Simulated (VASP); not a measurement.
Input of a VASP 6.6.1 run:

The input INCAR:

```
PREC = Accurate
ENCUT = 520
EDIFF = 1E-7
ISMEAR = 0
SIGMA = 0.1
LREAL = F
LASPH = T
NELM = 80
ALGO = Normal
ISIF = 2
LWAVE = F
LCHARG = F
GGA = PE
NBANDS = 22
```

KPOINTS

```
regular mesh
0
Gamma
  14 14 14
```

File POSCAR:

```
Os2W
1.0
    0.0000000000      2.9824823198      2.9824823198
    2.9824823198      0.0000000000      2.9824823198
    2.9824823198      2.9824823198      0.0000000000
Os W
2 1
Direct
    0.2500000000      0.2500000000      0.2500000000
    0.7500000000      0.7500000000      0.7500000000
    0.0000000000      0.0000000000      0.0000000000
```

Potentials or basis: VASP PAW PBE potentials, release 64 (Os, W_sv).

Run with:

```sh
$ cat potpaw_PBE.64/Os/POTCAR potpaw_PBE.64/W_sv/POTCAR > POTCAR
$ mpirun -np 1 vasp_std > vasp.out
```

Q: What does it give for the pressure?

A: 0.4 GPa.

Q: Estimate the band gap on the k mesh.

A: Zero (bands 15 and 16 overlap by 2.71 eV).

Caveat: spin-orbit coupling is left out, which moves the levels of the heavy elements.
